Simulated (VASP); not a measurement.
# GaSb (Immm) in VASP: notebook

GaSb is run at these levels: PBE; tasks: single point.

All numbers are computed with VASP 6.6.1; they aren't measurements. Logs are shortened: lines on timing, memory, paths and dates and some standing lists are left out, and cuts for length are marked.

### Step 1. The cell of the first run

The structure is orthorhombic, space group Immm (No. 71). The conventional cell has a = 3.260 Å, b = 4.852 Å, c = 6.054 Å, α = 90.00°, β = 90.00°, γ = 90.00°. Within 3.8 Å of Ga (site symmetry mmm) lie 6 Sb at 2.92 to 3.03 Å and 2 Ga at 3.26 Å. Sb (site symmetry mmm) has 6 Ga at 2.92 to 3.03 Å and 2 Sb at 3.26 Å within 3.8 Å.

### Step 2. Single point, PBE

Input file INCAR:

```
SYSTEM = GaSb
PREC = Accurate ; ENCUT = 520
EDIFF = 1E-6 ; ISMEAR = 0
SIGMA = 0.15 ; LREAL = .False.
LASPH = .True. ; NELM = 100
ALGO = Normal ; ISIF = 2
LWAVE = .False. ; LCHARG = .False.
GGA = PE ; NBANDS = 16
```

Input file KPOINTS:

```
regular mesh
0
Gamma
  16 16 16
  0 0 0
```

Input file POSCAR:

```
GaSb
1.0
   -1.6298958605      2.4261086999      3.0270961083
    1.6298958605     -2.4261086999      3.0270961083
    1.6298958605      2.4261086999     -3.0270961083
Ga Sb
1 1
Direct
    0.0000000000      0.0000000000      0.0000000000
    0.5000000000      0.5000000000      0.0000000000
```

Potentials or basis: VASP PAW PBE potentials, release 64 (Ga_d, Sb).

The run is started by

```sh
$ cat potpaw_PBE.64/Ga_d/POTCAR potpaw_PBE.64/Sb/POTCAR > POTCAR
$ mpirun -np 1 vasp_std > vasp.out
```

OUTCAR:

```text
SYSTEM = GaSb
   PREC = Accurate
   ENCUT = 520
   EDIFF = 1E-6
   ISMEAR = 0
   LREAL = .False.
   LASPH = .True.
   NELM = 100
   ISIF = 2
   GGA = PE

 ion  position               nearest neighbor table
   1  0.000  0.000  0.000-   2 2.92   2 2.92   2 2.92   2 2.92   2 3.03   2 3.03
   2  0.500  0.500  0.000-   1 2.92   1 2.92   1 2.92   1 2.92   1 3.03   1 3.03

  LATTYP: Found a body centered orthorhombic cell.
 ALAT       =     3.2597917210
 B/A-ratio  =     1.4885053448
 C/A-ratio  =     1.8572328341

  Lattice vectors:

 A1 = (  -1.6298958605,   2.4261086999,   3.0270961083)
 A2 = (   1.6298958605,  -2.4261086999,   3.0270961083)
 A3 = (   1.6298958605,   2.4261086999,  -3.0270961083)

Analysis of symmetry for initial positions (statically):
=====================================================================
 Subroutine PRICEL returns:
 Original cell was already a primitive cell.

 Routine SETGRP: Setting up the symmetry group for a
 body centered orthorhombic supercell.

 Subroutine GETGRP returns: Found  8 space group operations
 (whereof  8 operations were pure point group operations)
 out of a pool of  8 trial point group operations.

The static configuration has the point symmetry D_2h.

Analysis of symmetry for dynamics (positions and initial velocities):
=====================================================================
 Subroutine PRICEL returns:
 Original cell was already a primitive cell.

 Routine SETGRP: Setting up the symmetry group for a
 body centered orthorhombic supercell.

 Subroutine GETGRP returns: Found  8 space group operations
 (whereof  8 operations were pure point group operations)
 out of a pool of  8 trial point group operations.

The dynamic configuration has the point symmetry D_2h.

 Subroutine INISYM returns: Found  8 space group operations
 (whereof  8 operations are pure point group operations),
 and found     1 'primitive' translations

----------------------------------------------------------------------------------------

                                     Primitive cell

  volume of cell :      47.8802

  direct lattice vectors                    reciprocal lattice vectors
    -1.629895861  2.426108700  3.027096108     0.000000000  0.206091343  0.165174802
     1.629895861 -2.426108700  3.027096108     0.306768065  0.000000000  0.165174802
     1.629895861  2.426108700 -3.027096108     0.306768065  0.206091343  0.000000000

  length of vectors
     4.207834929  4.207834929  4.207834929     0.264114287  0.348409760  0.369567704

  position of ions in fractional coordinates (direct lattice)
     0.000000000  0.000000000  0.000000000
     0.500000000  0.500000000  0.000000000

  ion indices of the primitive-cell ions
   primitive index   ion index
                 1           1
                 2           2

----------------------------------------------------------------------------------------

 KPOINTS: regular mesh

Automatic generation of k-mesh.
 Grid dimensions read from file:
 generate k-points for:   16   16   16

 Generating k-lattice:

  Cartesian coordinates                     Fractional coordinates (reciprocal lattice)
     0.000000000  0.012880709  0.010323425     0.062500000  0.000000000  0.000000000
     0.019173004  0.000000000  0.010323425     0.000000000  0.062500000  0.000000000
     0.019173004  0.012880709  0.000000000     0.000000000  0.000000000  0.062500000

  Length of vectors
     0.016507143  0.021775610  0.023097981

  Shift w.r.t. Gamma in fractional coordinates (k-lattice)
     0.000000000  0.000000000  0.000000000

 Subroutine IBZKPT returns following result:
 ===========================================

 Found    621 irreducible k-points:

 Following reciprocal coordinates:
            Coordinates               Weight
  0.000000  0.000000  0.000000      1.000000
  0.062500  0.000000  0.000000      4.000000
  0.125000  0.000000  0.000000      4.000000
  0.187500  0.000000  0.000000      4.000000
  0.250000  0.000000  0.000000      4.000000
  0.312500  0.000000  0.000000      4.000000
[... 16 lines left out ...]
 -0.187500  0.062500 -0.000000      8.000000
 -0.125000  0.062500  0.000000      8.000000
 [... further k-points ...]
   k-points           NKPTS =    621   k-points in BZ     NKDIM =    621   number of bands    NBANDS=     16
   number of dos      NEDOS =    301   number of ions     NIONS =      2
   total plane-waves  NPLWV =  32768
   dimension x,y,z NGX =    32 NGY =   32 NGZ =   32
   dimension x,y,z NGXF=    64 NGYF=   64 NGZF=   64
   ions per type =               1   1
   NGX,Y,Z   is equivalent  to a cutoff of  12.64, 12.64, 12.64 a.u.
   NGXF,Y,Z  is equivalent  to a cutoff of  25.29, 25.29, 25.29 a.u.
 SYSTEM =  GaSb
   PREC   = accura    normal or accurate (medium, high low for compatibility)
   ISTART =      0    job   : 0-new  1-cont  2-samecut
   ICHARG =      2    charge: 1-file 2-atom 10-const
   ISPIN  =      1    spin polarized calculation?
[... 28 lines left out ...]
  Thomas-Fermi vector in A             =   2.317807
   LORBIT       =      0    0 simple, 1 ext, 2 COOP (PROOUT), +10 PAW based schemes
   GGA     = PE    functional components
   LHFCALC =     F    Hartree Fock is set to
   AEXX    =    0.0000 exact exchange contribution
   IVDW    =     0    specifies the selected vdW correction
   LEPSILON=     F    determine dielectric tensor
   LRPA    =     F    only Hartree local field effects (RPA)
 non-spin polarized calculation
 Gauss-broadening in eV      SIGMA  =   0.15
  energy-cutoff  :      520.00
  volume of cell :       47.88
 maximum number of plane-waves:      1314
   NGX = 15   NGY = 15   NGZ = 15

 number of electron      18.0000004 magnetization

 Free energy of the ion-electron system (eV)
  ---------------------------------------------------
  ext. energy  EPLUGINS =         0.00000000
  ---------------------------------------------------
  free energy    TOTEN  =        -6.91259671 eV

  energy without entropy =       -6.90362723  energy(sigma->0) =       -6.90811197

 E-fermi :   6.6080     XC(G=0): -10.2640

 val. band max:        6.5998187986   @ k =  -0.3125  -0.1250   0.1250
 cond. band min:       6.6117702614   @ k =   0.3750  -0.3750   0.2500
 fundamental gap:      0.0119514628
 Fermi energy:         6.6080295051

 k-point     1 :       0.0000    0.0000    0.0000
  band No.  band energies     occupation
      1      -8.3065      2.00000
      2      -8.2437      2.00000
      3      -8.2422      2.00000
      4      -8.2327      2.00000
      5      -8.2041      2.00000
      6      -5.3791      2.00000
[... 8 lines left out ...]
     15      15.2773      0.00000
     16      15.3345      0.00000

 k-point     2 :       0.0625    0.0000    0.0000
  band No.  band energies     occupation
      1      -8.3064      2.00000
      2      -8.2438      2.00000
      3      -8.2426      2.00000
      4      -8.2323      2.00000
      5      -8.2040      2.00000
      6      -5.3427      2.00000
[... 8 lines left out ...]
     15      15.2611      0.00000
     16      15.3120      0.00000

 k-point     3 :       0.1250    0.0000    0.0000
  band No.  band energies     occupation
      1      -8.3060      2.00000
      2      -8.2442      2.00000
      3      -8.2438      2.00000
      4      -8.2312      2.00000
      5      -8.2036      2.00000
      6      -5.2343      2.00000
[... 8 lines left out ...]
     15      15.0929      0.00000
     16      15.8690      0.00000

 k-point     4 :       0.1875    0.0000    0.0000
  band No.  band energies     occupation
      1      -8.3054      2.00000
      2      -8.2455      2.00000
      3      -8.2449      2.00000
      4      -8.2295      2.00000
      5      -8.2030      2.00000
      6      -5.0561      2.00000
[... 8 lines left out ...]
     15      14.9054      0.00000
     16      16.8116      0.00000
[... 324 lines left out ...]
 k-point    22 :      -0.2500    0.0625    0.0000
  band No.  band energies     occupation
      1      -8.3010      2.00000
      2      -8.2490      2.00000
      3      -8.2444      2.00000
      4      -8.2283      2.00000
      5      -8.2042      2.00000
      6      -4.8500      2.00000
[... 8 lines left out ...]
     15      15.5764      0.00000
     16      16.7027      0.00000

 k-point    23 :      -0.1875    0.0625   -0.0000
  band No.  band energies     occupation
      1      -8.3015      2.00000
      2      -8.2480      2.00000
      3      -8.2427      2.00000
      4      -8.2301      2.00000
      5      -8.2049      2.00000
      6      -5.0693      2.00000
[... 8 lines left out ...]
     15      15.6293      0.00000
     16      15.9746      0.00000

 k-point    24 :      -0.1250    0.0625    0.0000
  band No.  band energies     occupation
      1      -8.3021      2.00000
      2      -8.2471      2.00000
      3      -8.2417      2.00000
      4      -8.2314      2.00000
      5      -8.2054      2.00000
      6      -5.2213      2.00000
[... 8 lines left out ...]
     15      15.2123      0.00000
     16      15.6357      0.00000

 [... further k-points ...]

------------------------ aborting loop because EDIFF is reached ----------------------------------------

  FORCE on cell =-STRESS in cart. coord.  units (eV):
  Direction    XX          YY          ZZ          XY          YZ          ZX
  --------------------------------------------------------------------------------------
  -------------------------------------------------------------------------------------
  Total        0.7452080      1.4350952     -1.3459341     -0.0000000      0.0000000      0.0000000
  in kB       24.9362856     48.0214177    -45.0378918     -0.0000000      0.0000000      0.0000000
  external PRESSURE =       9.3066038 kB  Pullay stress =       0.0000000 kB

 VOLUME and BASIS-vectors are now :
 -----------------------------------------------------------------------------
  energy-cutoff  :      520.00
  volume of cell :       47.88
      direct lattice vectors                 reciprocal lattice vectors
    -1.629895861  2.426108700  3.027096108     0.000000000  0.206091343  0.165174802
     1.629895861 -2.426108700  3.027096108     0.306768065  0.000000000  0.165174802
     1.629895861  2.426108700 -3.027096108     0.306768065  0.206091343  0.000000000

 POSITION                                       TOTAL-FORCE (eV/Angst)
 -----------------------------------------------------------------------------------
      0.00000      0.00000      0.00000        -0.000000      0.000000      0.000000
      0.00000      0.00000      3.02710         0.000000      0.000000     -0.000000
 -----------------------------------------------------------------------------------
    total drift:                               -0.000000      0.000000      0.000000

  FREE ENERGIE OF THE ION-ELECTRON SYSTEM (eV)
  ---------------------------------------------------
  free  energy   TOTEN  =        -6.9125967106 eV

  energy  without entropy=       -6.9036272331  energy(sigma->0) =       -6.90811197
```

Run time: 5.4 min. Hardware: 1 thread of Intel Xeon 8259CL, shared host; peak memory 0.59 GiB.

Results:

- Free energy: -6.9126 eV
- Pressure: 0.9 GPa
- Band gap on the k mesh: zero (bands 9 and 10 overlap by 5.89 eV)

Levels at points of the mesh, in eV from the Fermi level:
| k point | band 6 | band 7 | band 8 | band 9 | band 10 | band 11 | band 12 | band 13 |
| --- | --- | --- | --- | --- | --- | --- | --- | --- |
| (0.00, 0.00, 0.00) | -11.99 | -2.32 | -2.29 | -0.55 | 3.75 | 3.95 | 4.69 | 7.75 |
| (0.50, 0.00, 0.00) | -10.39 | -8.02 | -0.40 | 1.08 | 3.67 | 3.69 | 4.30 | 5.77 |
| (0.00, 0.50, 0.00) | -8.48 | -6.49 | -0.96 | -0.29 | 0.38 | 1.12 | 1.99 | 2.75 |
| (0.50, 0.50, 0.00) | -8.14 | -5.13 | -3.70 | -2.77 | -1.67 | 3.08 | 5.84 | 8.00 |
| (0.50, 0.50, 0.50) | -9.66 | -5.12 | -5.00 | -4.41 | 1.87 | 5.84 | 9.33 | 9.77 |

Caveat: the cell differs from its parent crystal (strain +e along x and -e along y +0.0400, strain +e along z and -e/2 along x and y +0.0500); the stress differs along the axes, from -5 to 5 GPa; spin-orbit coupling is left out, which moves the levels of the heavy elements.

### Step 3. Single point, PBE

This run uses another cell than the first one, of the same volume but with other edges.

Input file INCAR:

```
ALGO     = Normal         # electronic algorithm
EDIFF    = 1E-6           # SCF threshold, eV
ENCUT    = 520            # plane-wave cutoff, eV
GGA      = PE             # functional
ISIF     = 2              # what is computed and relaxed
ISMEAR   = 0              # smearing method
LASPH    = T              # aspherical terms in the spheres
LCHARG   = F              # write CHGCAR
LREAL    = F              # projectors in reciprocal space
LWAVE    = F              # write WAVECAR
NBANDS   = 16             # bands
NELM     = 80             # most SCF steps
PREC     = Accurate       # precision mode
SIGMA    = 0.15           # smearing width, eV
```

Input file KPOINTS:

```
k-points
0
Gamma
  16 16 16
```

Input file POSCAR:

```
GaSb
1.0
   -1.7101862970      2.5558471331      2.7388012409
    1.7101862970     -2.5558471331      2.7388012409
    1.7101862970      2.5558471331     -2.7388012409
Ga Sb
1 1
Direct
    0.0000000000      0.0000000000      0.0000000000
    0.5000000000      0.5000000000      0.0000000000
```

Potentials or basis: VASP PAW PBE potentials, release 64 (Ga_d, Sb).

The run is started by

```sh
$ cat potpaw_PBE.64/Ga_d/POTCAR potpaw_PBE.64/Sb/POTCAR > POTCAR
$ mpirun -np 1 vasp_std > vasp.out
```

Run time: 5.2 min. Hardware: 1 thread of Intel Xeon 8259CL, shared host; peak memory 0.58 GiB.

The run converged. Its results:

| Property | Result |
| --- | --- |
| Free energy | -6.9108 eV |
| Pressure | 1.1 GPa |
| Band gap on the k mesh | zero (bands 9 and 10 overlap by 5.36 eV) |

Stress tensor (GPa, compression positive):
```
-2.72  0.00  0.00
 0.00 -1.57  0.00
 0.00  0.00  7.57
```

Levels at points of the mesh, in eV from the Fermi level:
```tsv
k point	band 6	band 7	band 8	band 9	band 10	band 11	band 12	band 13
(0.00, 0.00, 0.00)	-11.94	-1.86	-1.53	-1.27	3.57	3.93	6.16	6.69
(0.50, 0.00, 0.00)	-10.21	-7.95	0.58	2.32	2.78	3.06	3.27	4.84
(0.00, 0.50, 0.00)	-8.73	-6.59	-1.53	-0.55	-0.09	0.87	3.26	3.89
(0.50, 0.50, 0.00)	-8.78	-5.07	-3.14	-2.46	-1.66	3.25	4.29	7.64
(0.50, 0.50, 0.50)	-8.81	-5.51	-5.13	-4.55	0.86	4.89	9.02	10.15
```

Caveat: the cell differs from its parent crystal (strain +e along x and -e along y +0.0400, strain +e along z and -e/2 along x and y -0.0500); the stress differs along the axes, from -3 to 8 GPa; spin-orbit coupling is left out, which moves the levels of the heavy elements.

### Step 4. Single point, PBE

Input file INCAR:

```
SYSTEM = GaSb
PREC = Accurate
ENCUT = 520
EDIFF = 1E-6
ISMEAR = 0
SIGMA = 0.15
LREAL = .False.
LASPH = .True.
NELM = 60
ALGO = Normal
ISIF = 2
LWAVE = .False.
LCHARG = .False.
GGA = PE
NBANDS = 16
```

Input file KPOINTS:

```
regular mesh
0
Gamma
  16 16 16
  0 0 0
```

Input file POSCAR:

```
GaSb
1.0
   -1.5014311622      2.6336901929      3.0270961083
    1.5014311622     -2.6336901929      3.0270961083
    1.5014311622      2.6336901929     -3.0270961083
Ga Sb
1 1
Direct
    0.0000000000      0.0000000000      0.0000000000
    0.5000000000      0.5000000000      0.0000000000
```

The run is started by

```sh
$ cat potpaw_PBE.64/Ga_d/POTCAR potpaw_PBE.64/Sb/POTCAR > POTCAR
$ mpirun -np 1 vasp_std > vasp.out
```

It took 5.7 min on 1 thread of Intel Xeon 8259CL, shared host; peak memory 0.59 GiB.

The run converged. Its results:

| Quantity | Value |
| --- | --- |
| Free energy | -6.9064 eV |
| Pressure | 1.2 GPa |
| Band gap on the k mesh | zero (bands 9 and 10 overlap by 4.58 eV) |

Stress tensor (GPa, compression positive):
```
 5.46  0.00  0.00
 0.00  2.34  0.00
 0.00  0.00 -4.31
```

Levels at points of the mesh, in eV from the Fermi level:
```
           k point  band 5  band 6  band 7  band 8  band 9  band 10  band 11  band 12  band 13  band 14
(0.00, 0.00, 0.00)  -14.78  -12.09   -3.64   -2.75   -1.50     3.24     4.66     5.99     7.99     8.41
(0.50, 0.00, 0.00)  -14.77  -10.80   -8.17   -0.77    0.83     2.01     2.71     5.66     7.91     9.47
(0.00, 0.50, 0.00)  -14.75   -7.82   -6.00   -1.84   -0.39    -0.15     1.19     2.40     3.34     8.46
(0.50, 0.50, 0.00)  -14.75   -7.65   -5.16   -3.11   -2.52    -1.29     3.29     4.30     6.43     7.80
(0.50, 0.50, 0.50)  -14.77  -10.01   -5.95   -5.15   -4.90     4.23     7.95     8.30    10.63    11.03
```

Caveat: the cell differs from its parent crystal (strain +e along x and -e along y -0.0400, strain +e along z and -e/2 along x and y +0.0500); the stress differs along the axes, from -4 to 5 GPa; spin-orbit coupling is left out, which moves the levels of the heavy elements.

### Step 5. Single point, PBE

Input file INCAR:

```
PREC = Accurate
ENCUT = 520
EDIFF = 1E-6
ISMEAR = 0
SIGMA = 0.15
LREAL = F
LASPH = T
NELM = 60
ALGO = Normal
ISIF = 2
LWAVE = F
LCHARG = F
GGA = PE
NBANDS = 16
```

Input file KPOINTS:

```
regular mesh
0
Gamma
  16 16 16
```

Input file POSCAR:

```
GaSb
1.0
   -1.5817215987      2.7634286261      2.7388012409
    1.5817215987     -2.7634286261      2.7388012409
    1.5817215987      2.7634286261     -2.7388012409
Ga Sb
1 1
Direct
    0.0000000000      0.0000000000      0.0000000000
    0.5000000000      0.5000000000      0.0000000000
```

The run is started by

```sh
$ cat potpaw_PBE.64/Ga_d/POTCAR potpaw_PBE.64/Sb/POTCAR > POTCAR
$ mpirun -np 1 vasp_std > vasp.out
```

It took 5.7 min on 1 thread of Intel Xeon 8259CL, shared host; peak memory 0.58 GiB.

The run converged. Its results:

| Property | Result |
| --- | --- |
| Free energy | -6.9098 eV |
| Pressure | 1.1 GPa |
| Band gap on the k mesh | zero (bands 9 and 10 overlap by 4.81 eV) |

Stress tensor (GPa, compression positive):
```
-1.02  0.00  0.00
 0.00 -3.17  0.00
 0.00  0.00  7.44
```

Levels at points of the mesh, in eV from the Fermi level:
```
           k point  band 5  band 6  band 7  band 8  band 9  band 10  band 11  band 12  band 13  band 14
(0.00, 0.00, 0.00)  -14.87  -12.01   -2.97   -2.26   -1.59     3.39     5.09     6.31     7.55     7.99
(0.50, 0.00, 0.00)  -14.87  -10.54   -8.10    0.00    1.87     2.13     2.36     4.39     6.57     8.46
(0.00, 0.50, 0.00)  -14.86   -8.24   -6.12   -2.42   -0.75    -0.40     0.97     3.65     4.35     9.37
(0.50, 0.50, 0.00)  -14.86   -8.39   -5.06   -2.67   -2.17    -1.54     3.03     3.40     6.33     6.56
(0.50, 0.50, 0.50)  -14.86   -9.37   -5.95   -5.15   -4.91     2.79     6.64     9.74     9.99    11.08
```

Caveat: the cell differs from its parent crystal (strain +e along x and -e along y -0.0400, strain +e along z and -e/2 along x and y -0.0500); the stress differs along the axes, from -3 to 7 GPa; spin-orbit coupling is left out, which moves the levels of the heavy elements.

### Step 6. Summary

| cell | gap on the mesh (eV) | pressure (GPa) |
| --- | --- | --- |
| a = 4.208 Å, angles 134.4, 109.6, 88.0°, 2 atoms | none | 0.9 |
| a = 4.118 Å, angles 130.9, 103.3, 96.6°, 2 atoms | none | 1.1 |
| a = 4.284 Å, angles 139.0, 104.1, 90.1°, 2 atoms | none | 1.2 |
| a = 4.200 Å, angles 135.8, 97.7, 98.6°, 2 atoms | none | 1.1 |

Alike in all rows: task single point; level PBE; potentials or basis VASP PAW PBE potentials, release 64 (Ga_d, Sb); no spin polarisation; k mesh 16 × 16 × 16; cutoff (eV) 520; smearing gaussian 0.15 eV.

Caveats: spin-orbit coupling is left out, which moves the levels of the heavy elements; the stress differs along the axes, from -5 to 5 GPa (at least some runs); the stress differs along the axes, from -3 to 8 GPa (at least some runs); the stress differs along the axes, from -4 to 5 GPa (at least some runs); the stress differs along the axes, from -3 to 7 GPa (at least some runs).

Total energies depend on the potentials used, so only differences within one code and one set of settings carry meaning.
